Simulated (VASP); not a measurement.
Here is a VASP 6.6.1 calculation.

Contents of INCAR:

```
SYSTEM = I
PREC = Accurate
ENCUT = 520
EDIFF = 1E-7
ISMEAR = -1
SIGMA = 0.02
LREAL = .FALSE.
LASPH = .TRUE.
NELM = 100
ALGO = Normal
ISIF = 2
LWAVE = .FALSE.
LCHARG = .TRUE.
GGA = PE
LELF = .TRUE.
LVHAR = .TRUE.
NBANDS = 10
```

The input KPOINTS:

```
Automatic mesh
0
G
  8 8 8
  0 0 0
```

File POSCAR:

```
I
1.0
    3.2003546545      0.0000000000      0.0000000000
    0.0000000000      3.2003546545      0.0000000000
    0.0000000000      0.0000000000      3.2003546545
I
1
Direct
    0.0000000000      0.0000000000      0.0000000000
```

Potentials or basis: VASP PAW PBE potentials, release 64 (I).

Launch:

```console
$ cat potpaw_PBE.64/I/POTCAR > POTCAR
$ mpirun -np 1 vasp_std > vasp.out
```

(1) Estimate the band gap on the k mesh.

(2) What does it give for the pressure?

Answers

(1) zero (an odd number of electrons rules out a gap without spin polarisation).

(2) 10.0 GPa.

Caveat: the cell stands under pressure; spin-orbit coupling is left out, which moves the levels of the heavy elements; an odd number of electrons without spin polarisation forces a metal; a magnetic or distorted state may lie lower.
